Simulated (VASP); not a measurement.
Runs of VASP 6.6.1 on Na2Zr. The structure is that of space group Fm-3m (No. 225), or close to it. The cells are those of the table. 

```csv
task,cell,k mesh,cutoff (eV),gap on the mesh (eV),pressure (GPa),relaxed volume (Å³/atom)
relaxation of cell and atoms,"relaxed from a = 5.328 Å, angles 60.0°, 3 atoms",10 × 10 × 10,600,none,0.0,35.88
single point,"a = 5.328 Å, angles 60.0°, 3 atoms",6 × 6 × 6,520,none,(a),-
single point,"a = 4.306 Å, angles 60.0°, 3 atoms",6 × 6 × 6,520,none,29.3,-
relaxation of cell and atoms,"relaxed from a = 4.306 Å, angles 60.0°, 3 atoms",6 × 6 × 6,600,none,-0.1,35.81
single point,"a = 5.342 Å, angles 60.0°, 3 atoms",10 × 10 × 10,520,none,0.0,-
```

Alike in all rows: level PBE; potentials or basis VASP PAW PBE potentials, release 64 (Na_pv, Zr_sv); no spin polarisation; smearing gaussian 0.1 eV.

**Question.** Fill in the values left out.

**Answer.** (a) 0.1.

Caveats: the cell stands under pressure (at least some runs); the volume moved by over 15 % at a fixed basis, so the end points are rough (at least some runs).

A k mesh can miss the band edges, and the runs leave out spin-orbit coupling on Zr.

A gap of «none» marks levels without a gap at the run's occupations.
